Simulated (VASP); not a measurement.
# W16F in VASP: single point with PBEsol

Aim: the single point of W16F with PBEsol.

All numbers are computed with VASP 6.6.1; they aren't measurements. Logs are shortened: lines on timing, memory, paths and dates and some standing lists are left out, and cuts for length are marked.

## 1. The cell of the first run

The cell holds a slab with vacuum, 17 atoms: a = 6.320 Å, b = 5.473 Å, c = 18.703 Å, α = 90.00°, β = 90.00°, γ = 54.74°.

## 2. Single point, PBEsol

File INCAR:

```
SYSTEM = W16F
PREC = Accurate
ENCUT = 520
EDIFF = 1E-6
ISMEAR = 0
SIGMA = 0.1
LREAL = Auto
LASPH = .True.
NELM = 100
ALGO = Normal
ISIF = 2
LWAVE = .False.
LCHARG = .False.
GGA = PS
NBANDS = 130
```

File KPOINTS:

```
Automatic mesh
0
Gamma
  3 4 1
  0 0 0
```

File POSCAR:

```
W16F
1.0
    6.3200000000      0.0000000000      0.0000000000
    3.1600000000      4.4689150000      0.0000000000
    0.0000000000      0.0000000000     18.7033720000
W F
16 1
Direct
   -0.2499999441      0.4999998881      0.0534662947
    0.2500000559      0.4999998881      0.0534662947
   -0.2500000000      1.0000000000      0.0534662947
    0.2500000000      1.0000000000      0.0534662947
    0.0001359591     -0.0003703360      0.1691521721
    0.5001149940     -0.0002790386      0.1692223199
    0.0000561442      0.5009231547      0.1698975457
    0.5005584528      0.4998906894      0.1692022701
   -0.2499189856      0.4994281610      0.2887783550
    0.2508517332      0.4987183690      0.2886840940
   -0.2529516261      1.0058557838      0.2892620646
    0.2528931681      0.9952699928      0.2892142123
   -0.0024005532      0.0079061696      0.4023107705
    0.4972272926      0.0076830730      0.4039408509
    0.0023087723      0.5016501768      0.4025516896
    0.5061173740      0.4934459483      0.4112699036
    0.4629305000      0.6725874178      0.5049600147
```

Potentials or basis: VASP PAW PBE potentials, release 64 (W_sv, F).

Started as:

```bash
> cat potpaw_PBE.64/W_sv/POTCAR potpaw_PBE.64/F/POTCAR > POTCAR
> mpirun -np 1 vasp_std > vasp.out
```

OUTCAR:

```text
SYSTEM = W16F
   PREC = Accurate
   ENCUT = 520
   EDIFF = 1E-6
   ISMEAR = 0
   LREAL = Auto
   LASPH = .True.
   NELM = 100
   ISIF = 2
   GGA = PS

 ion  position               nearest neighbor table
   1  0.750  0.500  0.053-   8 2.68   7 2.69   3 2.74   4 2.74   4 2.74   3 2.74   6 3.11   5 3.11
                             2 3.16   2 3.16
   2  0.250  0.500  0.053-   8 2.68   7 2.69   4 2.74   3 2.74   3 2.74   4 2.74   5 3.11   6 3.11
                             1 3.16   1 3.16
   3  0.750  0.000  0.053-   5 2.68   6 2.68   1 2.74   2 2.74   2 2.74   1 2.74   8 3.11   7 3.12
                             4 3.16   4 3.16
   4  0.250  0.000  0.053-   5 2.68   6 2.68   2 2.74   1 2.74   1 2.74   2 2.74   8 3.11   7 3.12
                             3 3.16   3 3.16
   5  0.000  1.000  0.169-   3 2.68   4 2.68   7 2.73   8 2.74   8 2.74   7 2.74  11 2.75  12 2.75
                             2 3.11   1 3.11   6 3.16   6 3.16   9 3.16  10 3.16
   6  0.500  1.000  0.169-   4 2.68   3 2.68   8 2.73   7 2.73   7 2.74   8 2.74  12 2.74  11 2.75
                             1 3.11   2 3.11  10 3.16   5 3.16   5 3.16   9 3.16
   7  0.000  0.501  0.170-   2 2.69   1 2.69  10 2.73   5 2.73   9 2.73   6 2.73   6 2.74   5 2.74
                             3 3.12   4 3.12   8 3.16   8 3.16  11 3.17  12 3.18
   8  0.501  0.500  0.169-   1 2.68   2 2.68   6 2.73   5 2.74   9 2.74   5 2.74  10 2.74   6 2.74
                             3 3.11   4 3.11  11 3.15  12 3.15   7 3.16   7 3.16
   9  0.750  0.499  0.289-  15 2.66  11 2.71  12 2.72   7 2.73   8 2.74  12 2.75  11 2.76  16 2.77
                            13 3.06  14 3.13  10 3.16   5 3.16   6 3.16  10 3.16
  10  0.251  0.499  0.289-  15 2.64  11 2.71   7 2.73  12 2.73   8 2.74  12 2.75  11 2.76  16 2.79
                            14 3.08  13 3.11   6 3.16   9 3.16   9 3.16   5 3.16
  11  0.747  0.006  0.289-  13 2.65  14 2.66  10 2.71   9 2.71   6 2.75   5 2.75   9 2.76  10 2.76
                            15 3.09   8 3.15  16 3.16  12 3.16  12 3.16   7 3.17
  12  0.253  0.995  0.289-  13 2.64  14 2.67   9 2.72  10 2.73   6 2.74   5 2.75  10 2.75   9 2.75
                            15 3.10   8 3.15  11 3.16  11 3.16   7 3.18  16 3.20
  13  0.998  0.008  0.402-  12 2.64  11 2.65  16 2.68  15 2.72  15 2.75  16 2.80   9 3.06  10 3.11
                            14 3.16  14 3.16
  14  0.497  0.008  0.404-  11 2.66  12 2.67  16 2.70  15 2.71  15 2.77  16 2.79  10 3.08   9 3.13
                            13 3.16  13 3.16
  15  0.002  0.502  0.403-  10 2.64   9 2.66  14 2.71  13 2.72  13 2.75  14 2.77  11 3.09  12 3.10
                            16 3.16  16 3.17
  16  0.506  0.493  0.411-  17 1.95  13 2.68  14 2.70   9 2.77  14 2.79  10 2.79  13 2.80  11 3.16
                            15 3.16  15 3.17  12 3.20
  17  0.463  0.673  0.505-  16 1.95

  LATTYP: Found a base centered orthorhombic cell.
 ALAT       =     6.3200000000
 B/A-ratio  =     1.4142136076
 C/A-ratio  =     2.9593943038

  Lattice vectors:

 A1 = (   3.1600000000,  -4.4689150000,   0.0000000000)
 A2 = (   3.1600000000,   4.4689150000,   0.0000000000)
 A3 = (   0.0000000000,   0.0000000000,  18.7033720000)

Analysis of symmetry for initial positions (statically):
=====================================================================
 Subroutine PRICEL returns:
[... 158 lines left out ...]
     AMIX_MAG =   1.60;   BMIX_MAG =  1.00
  volume/ion in A,a.u.               =      31.07       209.69
  Fermi-wavevector in a.u.,A,eV,Ry     =   1.242603  2.348180 21.008248  1.544063
  Thomas-Fermi vector in A             =   2.376950
   LORBIT       =      0    0 simple, 1 ext, 2 COOP (PROOUT), +10 PAW based schemes
   GGA     = PS    functional components
   LHFCALC =     F    Hartree Fock is set to
   AEXX    =    0.0000 exact exchange contribution
   IVDW    =     0    specifies the selected vdW correction
   LEPSILON=     F    determine dielectric tensor
   LRPA    =     F    only Hartree local field effects (RPA)
 non-spin polarized calculation
 Gauss-broadening in eV      SIGMA  =   0.10
  energy-cutoff  :      520.00
  volume of cell :      528.25
 maximum number of plane-waves:     14263
   NGX = 23   NGY = 21   NGZ = 69

 number of electron     231.0000013 magnetization

 Free energy of the ion-electron system (eV)
  ---------------------------------------------------
  ext. energy  EPLUGINS =         0.00000000
  ---------------------------------------------------
  free energy    TOTEN  =      -214.10223157 eV

  energy without entropy =     -214.05656030  energy(sigma->0) =     -214.07939593

 E-fermi :   2.9848     XC(G=0):  -7.7764

 val. band max:        2.9599442603   @ k =   0.0000   0.2500   0.0000
 cond. band min:       3.0317717189   @ k =   0.0000   0.2500   0.0000
 fundamental gap:      0.0718274586
 Fermi energy:         2.9848233404

 k-point     1 :       0.0000    0.0000    0.0000
  band No.  band energies     occupation
      1     -71.3651      2.00000
      2     -71.1591      2.00000
      3     -71.0964      2.00000
      4     -71.0552      2.00000
      5     -71.0493      2.00000
      6     -71.0378      2.00000
[... 899 lines left out ...]
    126       4.0765      0.00000
    127       4.2687      0.00000
 [bands above 127 left out]

------------------------ aborting loop because EDIFF is reached ----------------------------------------

  FORCE on cell =-STRESS in cart. coord.  units (eV):
  Direction    XX          YY          ZZ          XY          YZ          ZX
  --------------------------------------------------------------------------------------
  -------------------------------------------------------------------------------------
  Total      -20.3389983    -15.2194714      1.1413563      0.6286304      0.1972910      0.0065739
  in kB      -61.6880521    -46.1605599      3.4617264      1.9066320      0.5983825      0.0199387
  external PRESSURE =     -34.7956285 kB  Pullay stress =       0.0000000 kB

 VOLUME and BASIS-vectors are now :
 -----------------------------------------------------------------------------
  energy-cutoff  :      520.00
  volume of cell :      528.25
      direct lattice vectors                 reciprocal lattice vectors
     6.320000000  0.000000000  0.000000000     0.158227848 -0.111883981  0.000000000
     3.160000000  4.468915000  0.000000000     0.000000000  0.223767962  0.000000000
     0.000000000  0.000000000 18.703372000     0.000000000  0.000000000  0.053466295

 POSITION                                       TOTAL-FORCE (eV/Angst)
 -----------------------------------------------------------------------------------
      6.32000      2.23446      1.00000        -0.081452      0.056692     -0.071612
      3.16000      2.23446      1.00000         0.009208      0.042151     -0.076987
      4.74000      0.00000      1.00000         0.036474     -0.090666      0.017331
      1.58000      0.00000      1.00000         0.044288     -0.011431     -0.016360
      3.15969      4.46726      3.16372        -0.001281      0.002017      0.004272
      6.31985      4.46767      3.16503        -0.001014      0.002017      0.003096
[... 9 lines left out ...]
      4.75795      2.20517      7.69213        -0.037815     -0.118944     -0.206631
      5.05110      3.00574      9.44446         0.031485      0.103208      0.236119
 -----------------------------------------------------------------------------------
    total drift:                               -0.002668      0.000195      0.003684

  FREE ENERGIE OF THE ION-ELECTRON SYSTEM (eV)
  ---------------------------------------------------
  free  energy   TOTEN  =      -214.1022315652 eV

  energy  without entropy=     -214.0565603040  energy(sigma->0) =     -214.07939593
```

OSZICAR:

```text
N       E                     dE             d eps       ncg     rms          rms(c)
DAV:   1     0.328786132617E+04    0.32879E+04   -0.14311E+05  2068   0.184E+03
DAV:   2    -0.203722315391E+02   -0.33082E+04   -0.32573E+04  1984   0.596E+02
DAV:   3    -0.216686446397E+03   -0.19631E+03   -0.18974E+03  2246   0.138E+02
[... 20 lines left out ...]
DAV:  24    -0.214102203921E+03   -0.56089E-04   -0.50326E-06  1480   0.687E-03    0.340E-03
DAV:  25    -0.214102219008E+03   -0.15087E-04   -0.85641E-07  1256   0.428E-03    0.192E-03
DAV:  26    -0.214102229419E+03   -0.10410E-04   -0.13043E-06  1296   0.397E-03    0.104E-03
DAV:  27    -0.214102230644E+03   -0.12257E-05   -0.15433E-07  1136   0.150E-03    0.578E-04
DAV:  28    -0.214102231565E+03   -0.92100E-06   -0.12910E-07  1144   0.103E-03
   1 F= -.21410223E+03 E0= -.21407940E+03  d E =-.456713E-01
```

Run time: 50 min. Hardware: 1 thread of Intel Xeon 8259CL, shared host; peak memory 0.77 GiB.

What came out:

* Free energy: -214.1022 eV
* Largest force: 0.260 eV/Å
* Band gap on the k mesh: zero (an odd number of electrons rules out a gap without spin polarisation)

Forces on the atoms (eV/Å):
```
W   -0.081  0.057 -0.072
W    0.009  0.042 -0.077
W    0.036 -0.091  0.017
W    0.044 -0.011 -0.016
W   -0.001  0.002  0.004
W   -0.001  0.002  0.003
W   -0.003 -0.004 -0.004
W   -0.002  0.002 -0.001
W   -0.001  0.000  0.003
W    0.008  0.002  0.005
W    0.000 -0.008 -0.010
W    0.004 -0.002 -0.005
W   -0.005  0.011  0.051
W    0.006  0.004  0.034
W   -0.007  0.009  0.038
W   -0.038 -0.119 -0.207
F    0.031  0.103  0.236
```

Levels at points of the mesh, in eV from the Fermi level:
```
           k point  band 113  band 114  band 115  band 116  band 117  band 118
(0.00, 0.00, 0.00)      0.64      0.69      0.71      0.80      0.89      1.14
(0.00, 0.50, 0.00)     -0.88     -0.85     -0.72     -0.66     -0.64     -0.28
```

Caveat: there is no dipole correction, which matters where the two faces differ; the PAW data sets were made with another functional, which shifts forces and pressure a little; spin-orbit coupling is left out, which moves the levels of the heavy elements; an odd number of electrons without spin polarisation forces a metal; a magnetic or distorted state may lie lower.

The gap in the log of VASP goes by the Fermi energy; the results here count the filled bands.